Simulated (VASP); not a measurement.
# DyMgF (I4/mmm) in VASP: single point with PBE

Aim: the single point of DyMgF with PBE.

All numbers are computed with VASP 6.6.1; they aren't measurements. Logs are shortened: lines on timing, memory, paths and dates and some standing lists are left out, and cuts for length are marked.

**1. The cell of the first run**

Symmetry: I4/mmm, No. 139, tetragonal system. Conventional cell: a = 3.884 Å, b = 3.884 Å, c = 17.404 Å, α = 90.00°, β = 90.00°, γ = 90.00°. Dy (site symmetry 4mm) has 5 F at 2.16 to 2.96 Å within 3.0 Å. Within 3.6 Å of Mg (site symmetry mmm) lie 4 Mg at 2.75 Å and 4 Dy at 3.34 Å. F (site symmetry 4mm) has 5 Dy at 2.16 to 2.96 Å and 4 F at 2.94 Å within 3.0 Å.

The cell was generated, and may not be a known phase.

**2. Single point, PBE**

Contents of INCAR:

```
SYSTEM = DyMgF
PREC = Accurate
ENCUT = 600
EDIFF = 1E-6
ISMEAR = 0
SIGMA = 0.2
LREAL = .FALSE.
LASPH = .TRUE.
NELM = 200
ALGO = Normal
ISIF = 2
LWAVE = .FALSE.
LCHARG = .FALSE.
GGA = PE
NBANDS = 27
GGA_COMPAT = .FALSE.
LMAXMIX = 6
```

Contents of KPOINTS:

```
regular mesh
0
G
  6 6 6
  0 0 0
```

Contents of POSCAR:

```
DyMgF
1.0
   -1.9417962636      1.9417962636      8.7018828795
    1.9417962636     -1.9417962636      8.7018828795
    1.9417962636      1.9417962636     -8.7018828795
Dy Mg F
2 2 2
Direct
    0.3440154830      0.3440154830      0.0000000000
    0.6559845170      0.6559845170      0.0000000000
    0.0000000000      0.5000000000      0.5000000000
    0.5000000000      0.0000000000      0.5000000000
    0.2196371406      0.2196371406      0.0000000000
    0.7803628594      0.7803628594      0.0000000000
```

Potentials or basis: VASP PAW PBE potentials, release 64 (Dy_3, Mg, F), 4f in core.

Started as:

```sh
> cat potpaw_PBE.64/Dy_3/POTCAR potpaw_PBE.64/Mg/POTCAR potpaw_PBE.64/F/POTCAR > POTCAR
> mpirun -np 1 vasp_std > vasp.out
```

OUTCAR:

```text
SYSTEM = DyMgF
   PREC = Accurate
   ENCUT = 600
   EDIFF = 1E-6
   ISMEAR = 0
   LREAL = .FALSE.
   LASPH = .TRUE.
   NELM = 200
   ISIF = 2
   GGA = PE

 ion  position               nearest neighbor table
   1  0.344  0.344  0.000-   5 2.16   3 3.34   4 3.34   4 3.34   3 3.34
   2  0.656  0.656  0.000-   6 2.16   4 3.34   3 3.34   4 3.34   3 3.34
   3  0.000  0.500  0.500-   4 2.75   4 2.75   4 2.75   4 2.75   2 3.34   1 3.34   1 3.34   2 3.34

   4  0.500  0.000  0.500-   3 2.75   3 2.75   3 2.75   3 2.75   2 3.34   1 3.34   2 3.34   1 3.34

   5  0.220  0.220  0.000-   1 2.16
   6  0.780  0.780  0.000-   2 2.16

  LATTYP: Found a body centered tetragonal cell.
 ALAT       =     3.8835925272
 C/A-ratio  =     4.4813573095

  Lattice vectors:

 A1 = (  -1.9417962636,   1.9417962636,   8.7018828795)
 A2 = (   1.9417962636,  -1.9417962636,   8.7018828795)
 A3 = (   1.9417962636,   1.9417962636,  -8.7018828795)

Analysis of symmetry for initial positions (statically):
=====================================================================
 Subroutine PRICEL returns:
 Original cell was already a primitive cell.

 Routine SETGRP: Setting up the symmetry group for a
 body centered tetragonal supercell.

 Subroutine GETGRP returns: Found 16 space group operations
 (whereof 16 operations were pure point group operations)
 out of a pool of 16 trial point group operations.

The static configuration has the point symmetry D_4h.

Analysis of symmetry for dynamics (positions and initial velocities):
=====================================================================
 Subroutine PRICEL returns:
 Original cell was already a primitive cell.

 Routine SETGRP: Setting up the symmetry group for a
 body centered tetragonal supercell.

 Subroutine GETGRP returns: Found 16 space group operations
 (whereof 16 operations were pure point group operations)
 out of a pool of 16 trial point group operations.

The dynamic configuration has the point symmetry D_4h.

 Subroutine INISYM returns: Found 16 space group operations
 (whereof 16 operations are pure point group operations),
 and found     1 'primitive' translations

----------------------------------------------------------------------------------------

                                     Primitive cell

  volume of cell :     131.2443

  direct lattice vectors                    reciprocal lattice vectors
    -1.941796264  1.941796264  8.701882879     0.000000000  0.257493543  0.057458829
     1.941796264 -1.941796264  8.701882879     0.257493543  0.000000000  0.057458829
     1.941796264  1.941796264 -8.701882879     0.257493543  0.257493543  0.000000000

  length of vectors
     9.124906088  9.124906088  9.124906088     0.263826537  0.263826537  0.364150861

  position of ions in fractional coordinates (direct lattice)
     0.344015483  0.344015483  0.000000000
     0.655984517  0.655984517  0.000000000
     0.000000000  0.500000000  0.500000000
     0.500000000  0.000000000  0.500000000
     0.219637141  0.219637141  0.000000000
     0.780362859  0.780362859  0.000000000

  ion indices of the primitive-cell ions
   primitive index   ion index
                 1           1
                 2           2
                 3           3
                 4           4
                 5           5
                 6           6

----------------------------------------------------------------------------------------

 KPOINTS: regular mesh

Automatic generation of k-mesh.
 Grid dimensions read from file:
 generate k-points for:    6    6    6

 Generating k-lattice:

  Cartesian coordinates                     Fractional coordinates (reciprocal lattice)
     0.000000000  0.042915591  0.009576471     0.166666667  0.000000000  0.000000000
     0.042915591  0.000000000  0.009576471     0.000000000  0.166666667  0.000000000
     0.042915591  0.042915591  0.000000000     0.000000000  0.000000000  0.166666667

  Length of vectors
     0.043971090  0.043971090  0.060691810

  Shift w.r.t. Gamma in fractional coordinates (k-lattice)
     0.000000000  0.000000000  0.000000000

 Subroutine IBZKPT returns following result:
 ===========================================

 Found     30 irreducible k-points:

 Following reciprocal coordinates:
            Coordinates               Weight
  0.000000  0.000000  0.000000      1.000000
  0.166667  0.000000 -0.000000      8.000000
  0.333333  0.000000 -0.000000      8.000000
  0.500000  0.000000 -0.000000      4.000000
  0.166667  0.166667 -0.000000      8.000000
  0.333333  0.166667 -0.000000     16.000000
[... 16 lines left out ...]
 -0.333333 -0.333333  0.166667      8.000000
 -0.166667 -0.333333  0.166667      8.000000
 [... further k-points ...]
   k-points           NKPTS =     30   k-points in BZ     NKDIM =     30   number of bands    NBANDS=     27
   number of dos      NEDOS =    301   number of ions     NIONS =      6
   total plane-waves  NPLWV = 512000
   dimension x,y,z NGX =    80 NGY =   80 NGZ =   80
   dimension x,y,z NGXF=   160 NGYF=  160 NGZF=  160
   ions per type =               2   2   2
   NGX,Y,Z   is equivalent  to a cutoff of  14.58, 14.58, 14.58 a.u.
   NGXF,Y,Z  is equivalent  to a cutoff of  29.15, 29.15, 29.15 a.u.
 SYSTEM =  DyMgF
   PREC   = accura    normal or accurate (medium, high low for compatibility)
   ISTART =      0    job   : 0-new  1-cont  2-samecut
   ICHARG =      2    charge: 1-file 2-atom 10-const
   ISPIN  =      1    spin polarized calculation?
   LNONCOLLINEAR =      F non collinear calculations
   LSORBIT =      F    spin-orbit coupling
   LASPH  =      T    aspherical Exc in radial PAW
   ENCUT  =  600.0 eV  44.10 Ry    6.64 a.u.  18.22 18.22 18.22*2*pi/ulx,y,z
   NELM   =    200;   NELMIN=  2; NELMDL= -5     # of ELM steps
   EDIFF  = 0.1E-05   stopping-criterion for ELM
   LREAL  =      F    real-space projection
   EDIFFG = 0.1E-04   stopping-criterion for IOM
   NSW    =      0    number of steps for IOM
   IBRION =     -1    ionic relax: 0-MD 1-quasi-New 2-CG
   NFREE  =      0    steps in history (QN), initial steepest desc. (CG)
   ISIF   =      2    stress and relaxation
   ISYM   =      2    0-nonsym 1-usesym 2-fastsym
   POTIM  = 0.5000    time-step for ionic-motion
   TEBEG  =    0.0;   TEEND  =   0.0 temperature during run
   PSTRESS=    0.0 pullay stress
   NELECT =      36.0000    total number of electrons
   NUPDOWN=      -1.0000    fix difference up-down
   EMIN   =  10.00;   EMAX   =-10.00  energy-range for DOS
   EFERMI =   0.00;   METHOD = LEGACY
   ISMEAR =     0;   SIGMA  =   0.20  broadening in eV -4-tet -1-fermi 0-gaus
   EFERMI_NEDOS =   21; number of points for ismear=-14 and -15
   IALGO  =     38    algorithm
   IMIX   =      4    mixing-type and parameters
     AMIX     =   0.40;   BMIX     =  1.00
     AMIX_MAG =   1.60;   BMIX_MAG =  1.00
  volume/ion in A,a.u.               =      21.87       147.61
  Fermi-wavevector in a.u.,A,eV,Ry     =   1.063691  2.010085 15.394156  1.131439
  Thomas-Fermi vector in A             =   2.199184
   LORBIT       =      0    0 simple, 1 ext, 2 COOP (PROOUT), +10 PAW based schemes
   GGA     = PE    functional components
   LHFCALC =     F    Hartree Fock is set to
   AEXX    =    0.0000 exact exchange contribution
   IVDW    =     0    specifies the selected vdW correction
   LEPSILON=     F    determine dielectric tensor
   LRPA    =     F    only Hartree local field effects (RPA)
 non-spin polarized calculation
 Gauss-broadening in eV      SIGMA  =   0.20
  energy-cutoff  :      600.00
  volume of cell :      131.24
 maximum number of plane-waves:      4411
 NGX is ok and might be reduce to    80
   NGX = 37   NGY = 37   NGZ = 37

 number of electron      36.0000000 magnetization

 Free energy of the ion-electron system (eV)
  ---------------------------------------------------
  ext. energy  EPLUGINS =         0.00000000
  ---------------------------------------------------
  free energy    TOTEN  =       -23.72977962 eV

  energy without entropy =      -23.62664866  energy(sigma->0) =      -23.67821414

 E-fermi :   3.1210     XC(G=0):  -9.1724

 val. band max:        3.1068809039   @ k =  -0.3333   0.3333   0.3333
 cond. band min:       3.1872005005   @ k =  -0.3333   0.5000   0.3333
 fundamental gap:      0.0803195965
 Fermi energy:         3.1210474100

 k-point     1 :       0.0000    0.0000    0.0000
  band No.  band energies     occupation
      1     -23.1085      2.00000
      2     -22.6023      2.00000
      3     -21.3079      2.00000
      4     -21.3079      2.00000
      5     -21.2877      2.00000
      6     -21.2877      2.00000
[... 19 lines left out ...]
     26       6.2137      0.00000
     27       6.5174      0.00000

 k-point     2 :       0.1667    0.0000   -0.0000
  band No.  band energies     occupation
      1     -23.0802      2.00000
      2     -22.6447      2.00000
      3     -21.3392      2.00000
      4     -21.3236      2.00000
      5     -21.3033      2.00000
      6     -21.2859      2.00000
[... 19 lines left out ...]
     26       6.2048      0.00000
     27       6.4038      0.00000

 k-point     3 :       0.3333    0.0000   -0.0000
  band No.  band energies     occupation
      1     -23.0008      2.00000
      2     -22.7528      2.00000
      3     -21.3969      2.00000
      4     -21.3907      2.00000
      5     -21.2933      2.00000
      6     -21.2832      2.00000
[... 594 lines left out ...]
      1     -23.0523      2.00000
      2     -22.6763      2.00000
      3     -21.3405      2.00000
      4     -21.3307      2.00000
      5     -21.3252      2.00000
      6     -21.3174      2.00000
[... 19 lines left out ...]
     26       6.0798      0.00000
     27       6.0950      0.00000

 k-point    24 :      -0.1667   -0.3333    0.1667
  band No.  band energies     occupation
      1     -23.0800      2.00000
      2     -22.6449      2.00000
      3     -21.3392      2.00000
      4     -21.3235      2.00000
      5     -21.3034      2.00000
      6     -21.2859      2.00000
[... 19 lines left out ...]
     26       6.2163      0.00000
     27       6.3745      0.00000

 [... further k-points ...]

------------------------ aborting loop because EDIFF is reached ----------------------------------------

  FORCE on cell =-STRESS in cart. coord.  units (eV):
  Direction    XX          YY          ZZ          XY          YZ          ZX
  --------------------------------------------------------------------------------------
  -------------------------------------------------------------------------------------
  Total       -0.0335271     -0.0335271      0.9753478      0.0000000      0.0000000      0.0000000
  in kB       -0.4092853     -0.4092853     11.9066486      0.0000000      0.0000000      0.0000000
  external PRESSURE =       3.6960260 kB  Pullay stress =       0.0000000 kB

 VOLUME and BASIS-vectors are now :
 -----------------------------------------------------------------------------
  energy-cutoff  :      600.00
  volume of cell :      131.24
      direct lattice vectors                 reciprocal lattice vectors
    -1.941796264  1.941796264  8.701882879     0.000000000  0.257493543  0.057458829
     1.941796264 -1.941796264  8.701882879     0.257493543  0.000000000  0.057458829
     1.941796264  1.941796264 -8.701882879     0.257493543  0.257493543  0.000000000

 POSITION                                       TOTAL-FORCE (eV/Angst)
 -----------------------------------------------------------------------------------
      0.00000      0.00000      5.98716        -0.000000     -0.000000      0.140867
      0.00000      0.00000     11.41660         0.000000      0.000000     -0.140867
      1.94180      0.00000      0.00000         0.000000      0.000000     -0.000000
      0.00000      1.94180      0.00000         0.000000      0.000000     -0.000000
      0.00000      0.00000      3.82251        -0.000000     -0.000000     -0.200736
      0.00000      0.00000     13.58125        -0.000000     -0.000000      0.200736
 -----------------------------------------------------------------------------------
    total drift:                               -0.000000     -0.000000      0.000000

  FREE ENERGIE OF THE ION-ELECTRON SYSTEM (eV)
  ---------------------------------------------------
  free  energy   TOTEN  =       -23.7297796152 eV

  energy  without entropy=      -23.6266486622  energy(sigma->0) =      -23.67821414
```

Wall time 5.8 min (1 thread of Intel Xeon 6975P-C (Granite Rapids), shared host); peak memory 1 GiB.

Results:

```
Free energy            : -23.7298 eV
Pressure               : 0.4 GPa
Largest force          : 0.201 eV/Å
Band gap on the k mesh : zero (bands 18 and 19 overlap by 0.34 eV)
```

Forces on the atoms (eV/Å):
```
Dy   0.000  0.000  0.141
Dy   0.000  0.000 -0.141
Mg   0.000  0.000  0.000
Mg   0.000  0.000  0.000
F    0.000  0.000 -0.201
F    0.000  0.000  0.201
```

Stress tensor (GPa, compression positive):
```
-0.04  0.00  0.00
 0.00 -0.04  0.00
 0.00  0.00  1.19
```

Levels at points of the mesh, in eV from the Fermi level:
| k point | band 15 | band 16 | band 17 | band 18 | band 19 | band 20 | band 21 | band 22 |
| --- | --- | --- | --- | --- | --- | --- | --- | --- |
| (0.00, 0.00, 0.00) | -5.88 | -2.29 | -1.14 | -0.59 | -0.15 | 1.02 | 1.69 | 1.69 |
| (0.50, 0.00, 0.00) | -3.57 | -3.40 | -0.85 | -0.66 | 0.13 | 1.65 | 2.08 | 2.24 |
| (0.50, 0.50, 0.00) | -1.71 | -1.35 | -1.33 | -1.20 | 0.39 | 0.45 | 0.45 | 1.77 |
| (0.50, 0.50, 0.50) | -5.48 | -2.96 | -0.64 | -0.59 | -0.07 | 0.78 | 1.69 | 1.69 |

Caveat: spin-orbit coupling is left out, which moves the levels of the heavy elements; the 4f electrons are frozen in the core, so they carry no moment and show no levels; the run has no spin polarisation, though such a crystal can be magnetic. With open d or f shells a metallic result of PBE can be an artefact of self-interaction; +U or a hybrid may open a gap.

The gap in the log of VASP goes by the Fermi energy; the results here count the filled bands.